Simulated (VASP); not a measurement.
A run of VASP 6.6.1 is set up as follows.

Contents of INCAR:

```
PREC = Accurate
ENCUT = 520
EDIFF = 1E-7
ISMEAR = 0
SIGMA = 0.01
LREAL = False
LASPH = True
NELM = 100
ALGO = Normal
ISIF = 2
LWAVE = False
LCHARG = False
LDIPOL = True
IDIPOL = 3
DIPOL = 0.5 0.5 0.500
GGA = PS
IBRION = 2
NSW = 80
EDIFFG = -0.003
```

Contents of KPOINTS:

```
Automatic mesh
0
Gamma
  12 12 1
```

File POSCAR:

```
WS2
1.0
    3.1530000000      0.0000000000      0.0000000000
   -1.5765000000      2.7305780981      0.0000000000
    0.0000000000      0.0000000000     20.0000000000
W S
1 2
Direct
    0.3333333333      0.6666666667      0.5000000000
    0.6666666667      0.3333333333      0.5783500000
    0.6666666667      0.3333333333      0.4216500000
```

Potentials or basis: VASP PAW PBE potentials, release 64 (W_sv, S).

Launch:

```console
$ cat potpaw_PBE.64/W_sv/POTCAR potpaw_PBE.64/S/POTCAR > POTCAR
$ mpirun -np 1 vasp_std > vasp.out
```

**Question.** What does it give for the band gap on the k mesh?

**Answer.** 1.91 eV, direct.

**Question.** What does it give for the energy gained by relaxing?

**Answer.** 0.0 meV/atom.

Final structure:
```
CELL_PARAMETERS angstrom
3.15300 0.00000 0.00000
-1.57650 2.73058 0.00000
0.00000 0.00000 20.00000
ATOMIC_POSITIONS crystal
W 0.33333 0.66667 0.50000
S 0.66667 0.33333 0.57826
S 0.66667 0.33333 0.42174
```

Caveat: spin-orbit coupling is left out, which moves the levels of the heavy elements.
